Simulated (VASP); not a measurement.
# WS2 in VASP: notebook, part 2 of 2

VASP 6.6.1.

## 3. Single point, PBEsol

INCAR

```
SYSTEM = WS2
  ALGO = Normal
  EDIFF = 1E-6
  ENCUT = 520
  GGA = PS
  ISIF = 2
  ISMEAR = -1
  LASPH = .TRUE.
  LCHARG = .FALSE.
  LREAL = .FALSE.
  LWAVE = .FALSE.
  NBANDS = 49
  NELM = 80
  PREC = Accurate
  SIGMA = 0.08
```

KPOINTS

```
k-points
0
G
  12 12 1
  0 0 0
```

POSCAR

```
WS2
1.0
    3.1829541699      0.0000000000      0.0000000000
   -1.5914770850      2.7565191702      0.0000000000
    0.0000000000      0.0000000000     28.5322178600
W S
3 6
Direct
    0.6666666667      0.3333333333      0.6592864300
    0.3333333333      0.6666666667      0.8855337800
    0.3333333333      0.6666666667      0.4343616800
    0.6666666667      0.3333333333      0.9401857300
    0.6666666667      0.3333333333      0.4890304200
    0.3333333333      0.6666666667      0.7139522100
    0.6666666667      0.3333333333      0.8308482800
    0.6666666667      0.3333333333      0.3797102500
    0.3333333333      0.6666666667      0.6046252100
```

Potentials or basis: VASP PAW PBE potentials, release 64 (W_sv, S).

Run with:

```bash
> cat potpaw_PBE.64/W_sv/POTCAR potpaw_PBE.64/S/POTCAR > POTCAR
> mpirun -np 1 vasp_std > vasp.out
```

OUTCAR:

```text
SYSTEM = WS2
   EDIFF = 1E-6
   ENCUT = 520
   GGA = PS
   ISIF = 2
   ISMEAR = -1
   LASPH = .TRUE.
   LREAL = .FALSE.
   NELM = 80
   PREC = Accurate

 ion  position               nearest neighbor table
   1  0.667  0.333  0.659-   9 2.41   9 2.41   9 2.41   6 2.41   6 2.41   6 2.41
   2  0.333  0.667  0.886-   4 2.41   4 2.41   4 2.41   7 2.41   7 2.41   7 2.41
   3  0.333  0.667  0.434-   8 2.41   8 2.41   8 2.41   5 2.41   5 2.41   5 2.41
   4  0.667  0.333  0.940-   2 2.41   2 2.41   2 2.41
   5  0.667  0.333  0.489-   3 2.41   3 2.41   3 2.41
   6  0.333  0.667  0.714-   1 2.41   1 2.41   1 2.41
   7  0.667  0.333  0.831-   2 2.41   2 2.41   2 2.41
   8  0.667  0.333  0.380-   3 2.41   3 2.41   3 2.41
   9  0.333  0.667  0.605-   1 2.41   1 2.41   1 2.41

  LATTYP: Found a hexagonal cell.
 ALAT       =     3.1829541699
 C/A-ratio  =     8.9640680754

  Lattice vectors:

 A1 = (   3.1829541699,   0.0000000000,   0.0000000000)
 A2 = (  -1.5914770850,   2.7565191702,   0.0000000000)
 A3 = (   0.0000000000,   0.0000000000,  28.5322178600)

Analysis of symmetry for initial positions (statically):
=====================================================================
 Subroutine PRICEL returns:
 Original cell was already a primitive cell.

 Routine SETGRP: Setting up the symmetry group for a
 hexagonal supercell.

 Subroutine GETGRP returns: Found  6 space group operations
 (whereof  6 operations were pure point group operations)
 out of a pool of 24 trial point group operations.

The static configuration has the point symmetry C_3v.

Analysis of symmetry for dynamics (positions and initial velocities):
=====================================================================
 Subroutine PRICEL returns:
[... 138 lines left out ...]
  volume/ion in A,a.u.               =      27.82       187.71
  Fermi-wavevector in a.u.,A,eV,Ry     =   1.109849  2.097311 16.759190  1.231766
  Thomas-Fermi vector in A             =   2.246394
   LORBIT       =      0    0 simple, 1 ext, 2 COOP (PROOUT), +10 PAW based schemes
   GGA     = PS    functional components
   LHFCALC =     F    Hartree Fock is set to
   AEXX    =    0.0000 exact exchange contribution
   IVDW    =     0    specifies the selected vdW correction
   LEPSILON=     F    determine dielectric tensor
   LRPA    =     F    only Hartree local field effects (RPA)
 non-spin polarized calculation
  energy-cutoff  :      520.00
  volume of cell :      250.34
 maximum number of plane-waves:      6780
 NGX is ok and might be reduce to    24
   NGX = 11   NGY = 11   NGZ =107

 number of electron      78.0000002 magnetization

 Free energy of the ion-electron system (eV)
  ---------------------------------------------------
  ext. energy  EPLUGINS =         0.00000000
  ---------------------------------------------------
  free energy    TOTEN  =       -75.76098666 eV

  energy without entropy =      -75.76095894  energy(sigma->0) =      -75.76097280

 E-fermi :   3.2514     XC(G=0):  -7.5414

 val. band max:        2.6599674047   @ k =   0.0000   0.0000   0.0000
 cond. band min:       3.9978047892   @ k =   0.3333   0.3333   0.0000
 fundamental gap:      1.3378373846
 Fermi energy:         3.2513907241

 k-point     1 :       0.0000    0.0000    0.0000
  band No.  band energies     occupation
      1     -71.7411      2.00000
      2     -71.7401      2.00000
      3     -71.7400      2.00000
      4     -35.9875      2.00000
      5     -35.9865      2.00000
      6     -35.9862      2.00000
[... 977 lines left out ...]
     48       6.2831      0.00000
     49       7.7011      0.00000

------------------------ aborting loop because EDIFF is reached ----------------------------------------

  FORCE on cell =-STRESS in cart. coord.  units (eV):
  Direction    XX          YY          ZZ          XY          YZ          ZX
  --------------------------------------------------------------------------------------
  -------------------------------------------------------------------------------------
  Total       -3.7219670     -3.7219670     -1.0740414      0.0000000      0.0000000      0.0000000
  in kB      -23.8207905    -23.8207905     -6.8739233      0.0000000      0.0000000      0.0000000
  external PRESSURE =     -18.1718348 kB  Pullay stress =       0.0000000 kB

 VOLUME and BASIS-vectors are now :
 -----------------------------------------------------------------------------
  energy-cutoff  :      520.00
  volume of cell :      250.34
      direct lattice vectors                 reciprocal lattice vectors
     3.182954170  0.000000000  0.000000000     0.314173547  0.181388182  0.000000000
    -1.591477085  2.756519170  0.000000000     0.000000000  0.362776363  0.000000000
     0.000000000  0.000000000 28.532217860     0.000000000  0.000000000  0.035048099

 POSITION                                       TOTAL-FORCE (eV/Angst)
 -----------------------------------------------------------------------------------
      1.59148      0.91884     18.81090        -0.000000      0.000000      0.003890
     -0.00000      1.83768     25.26624        -0.000000     -0.000000     -0.002491
     -0.00000      1.83768     12.39330        -0.000000      0.000000     -0.006716
      1.59148      0.91884     26.82558         0.000000     -0.000000     -0.100174
      1.59148      0.91884     13.95312         0.000000     -0.000000     -0.081579
     -0.00000      1.83768     20.37064         0.000000      0.000000     -0.079688
      1.59148      0.91884     23.70594        -0.000000      0.000000      0.088557
      1.59148      0.91884     10.83398         0.000000      0.000000      0.098967
     -0.00000      1.83768     17.25130         0.000000     -0.000000      0.079235
 -----------------------------------------------------------------------------------
    total drift:                                0.000000      0.000000     -0.000316

  FREE ENERGIE OF THE ION-ELECTRON SYSTEM (eV)
  ---------------------------------------------------
  free  energy   TOTEN  =       -75.7609866600 eV

  energy  without entropy=      -75.7609589358  energy(sigma->0) =      -75.76097280
```

OSZICAR:

```text
N       E                     dE             d eps       ncg     rms          rms(c)
DAV:   1     0.778819931805E+03    0.77882E+03   -0.41855E+04  2142   0.147E+03
DAV:   2    -0.224422259925E+02   -0.80126E+03   -0.77596E+03  2199   0.395E+02
DAV:   3    -0.775110589601E+02   -0.55069E+02   -0.54067E+02  2300   0.988E+01
[... 16 lines left out ...]
DAV:  20    -0.757609722635E+02   -0.41528E-04   -0.13824E-06  1604   0.315E-03    0.230E-03
DAV:  21    -0.757609760011E+02   -0.37376E-05   -0.72213E-08  1252   0.110E-03    0.174E-03
DAV:  22    -0.757609842973E+02   -0.82962E-05   -0.21209E-07  1356   0.121E-03    0.101E-03
DAV:  23    -0.757609857419E+02   -0.14446E-05   -0.27482E-08  1204   0.626E-04    0.689E-04
DAV:  24    -0.757609866600E+02   -0.91807E-06   -0.26472E-08  1220   0.520E-04
   1 F= -.75760987E+02 E0= -.75760973E+02  d E =-.277242E-04
```

Run time: 6.4 min. Hardware: 1 thread of Intel Xeon 6975P-C, shared host; peak memory 0.45 GiB.

Results:

```
Free energy            : -75.7610 eV
Largest force          : 0.100 eV/Å
Band gap on the k mesh : 1.34 eV, indirect (least direct gap 1.75 eV)
```

Forces on the atoms (eV/Å):
```
W    0.000  0.000  0.004
W    0.000  0.000 -0.002
W    0.000  0.000 -0.007
S    0.000  0.000 -0.100
S    0.000  0.000 -0.082
S    0.000  0.000 -0.080
S    0.000  0.000  0.089
S    0.000  0.000  0.099
S    0.000  0.000  0.079
```

Caveat: the PAW data sets were made with another functional, which shifts forces and pressure a little; spin-orbit coupling is left out, which moves the levels of the heavy elements.

## 4. Single point, PBEsol

INCAR

```
SYSTEM = WS2
PREC = Accurate
ENCUT = 520
EDIFF = 1E-7
ISMEAR = 1
SIGMA = 0.08
LREAL = .False.
LASPH = .True.
NELM = 80
ALGO = Normal
ISIF = 2
LWAVE = .False.
LCHARG = .False.
GGA = PS
NBANDS = 49
```

KPOINTS

```
regular mesh
0
Gamma
  12 12 1
  0 0 0
```

POSCAR is that of step 3.

Potentials or basis: VASP PAW PBE potentials, release 64 (W_sv, S).

Run with:

```bash
> cat potpaw_PBE.64/W_sv/POTCAR potpaw_PBE.64/S/POTCAR > POTCAR
> mpirun -np 1 vasp_std > vasp.out
```

OUTCAR:

```text
SYSTEM = WS2
   PREC = Accurate
   ENCUT = 520
   EDIFF = 1E-7
   ISMEAR = 1
   LREAL = .False.
   LASPH = .True.
   NELM = 80
   ISIF = 2
   GGA = PS

 ion  position               nearest neighbor table
   1  0.667  0.333  0.659-   9 2.41   9 2.41   9 2.41   6 2.41   6 2.41   6 2.41
   2  0.333  0.667  0.886-   4 2.41   4 2.41   4 2.41   7 2.41   7 2.41   7 2.41
   3  0.333  0.667  0.434-   8 2.41   8 2.41   8 2.41   5 2.41   5 2.41   5 2.41
   4  0.667  0.333  0.940-   2 2.41   2 2.41   2 2.41
   5  0.667  0.333  0.489-   3 2.41   3 2.41   3 2.41
   6  0.333  0.667  0.714-   1 2.41   1 2.41   1 2.41
   7  0.667  0.333  0.831-   2 2.41   2 2.41   2 2.41
[... 1199 lines left out ...]
  external PRESSURE =     -18.1739744 kB  Pullay stress =       0.0000000 kB

 VOLUME and BASIS-vectors are now :
 -----------------------------------------------------------------------------
  energy-cutoff  :      520.00
  volume of cell :      250.34
      direct lattice vectors                 reciprocal lattice vectors
     3.182954170  0.000000000  0.000000000     0.314173547  0.181388182  0.000000000
    -1.591477085  2.756519170  0.000000000     0.000000000  0.362776363  0.000000000
     0.000000000  0.000000000 28.532217860     0.000000000  0.000000000  0.035048099

 POSITION                                       TOTAL-FORCE (eV/Angst)
 -----------------------------------------------------------------------------------
      1.59148      0.91884     18.81090         0.000000     -0.000000      0.003891
     -0.00000      1.83768     25.26624         0.000000      0.000000     -0.002493
     -0.00000      1.83768     12.39330        -0.000000      0.000000     -0.006719
      1.59148      0.91884     26.82558        -0.000000     -0.000000     -0.100164
      1.59148      0.91884     13.95312        -0.000000     -0.000000     -0.081543
     -0.00000      1.83768     20.37064         0.000000      0.000000     -0.079645
      1.59148      0.91884     23.70594        -0.000000     -0.000000      0.088527
      1.59148      0.91884     10.83398         0.000000      0.000000      0.098954
     -0.00000      1.83768     17.25130         0.000000     -0.000000      0.079192
 -----------------------------------------------------------------------------------
    total drift:                                0.000000      0.000000     -0.000322

  FREE ENERGIE OF THE ION-ELECTRON SYSTEM (eV)
  ---------------------------------------------------
  free  energy   TOTEN  =       -75.7609518095 eV

  energy  without entropy=      -75.7609877796  energy(sigma->0) =      -75.76096380
```

stdout:

```text
POSCAR found type information on POSCAR W S
 POSCAR found :  2 types and       9 ions
 scaLAPACK will be used
 -----------------------------------------------------------------------------
|                                                                             |
|                                                                             |
|     You enforced a specific xc type in the INCAR file but a different       |
|     I HOPE YOU KNOW WHAT YOU ARE DOING!                                     |
|                                                                             |
 -----------------------------------------------------------------------------

 LDA part: xc-table for (Slater+PW92), standard interpolation
 POSCAR, INCAR and KPOINTS ok, starting setup
 FFT: planning ... GRIDC
 FFT: planning ... GRID_SOFT
 FFT: planning ... GRID
 WAVECAR not read
 entering main loop
```

It took 7.2 min on 1 thread of Intel Xeon 6975P-C, shared host; peak memory 0.44 GiB.

Results:

```yaml
Free_energy: -75.7610 eV
Largest_force: 0.100 eV/Å
Band_gap_on_the_k_mesh: 1.34 eV, indirect (least direct gap 1.75 eV)
```

Forces in eV/Å, atoms in the order of the input:
```
W    0.000  0.000  0.004
W    0.000  0.000 -0.002
W    0.000  0.000 -0.007
S    0.000  0.000 -0.100
S    0.000  0.000 -0.082
S    0.000  0.000 -0.080
S    0.000  0.000  0.089
S    0.000  0.000  0.099
S    0.000  0.000  0.079
```

Caveat: the PAW data sets were made with another functional, which shifts forces and pressure a little; spin-orbit coupling is left out, which moves the levels of the heavy elements.

## 5. The runs side by side

```csv
smearing,gap on the mesh (eV),largest force (eV/Å)
gaussian 0.14 eV,1.34,0.10
fermi-dirac 0.08 eV,1.34,0.10
methfessel-paxton 0.08 eV,1.34,0.10
```

Alike in all rows: task single point; level PBEsol; potentials or basis VASP PAW PBE potentials, release 64 (W_sv, S); no spin polarisation; cell as given; k mesh 12 × 12 × 1; cutoff (eV) 520.

On the cell as given the gap runs from 1.34 eV (PBEsol) to 1.34 eV (PBEsol).

Caveats: the PAW data sets were made with another functional, which shifts forces and pressure a little; spin-orbit coupling is left out, which moves the levels of the heavy elements.

Total energies depend on the potentials used, so only differences within one code and one set of settings carry meaning.
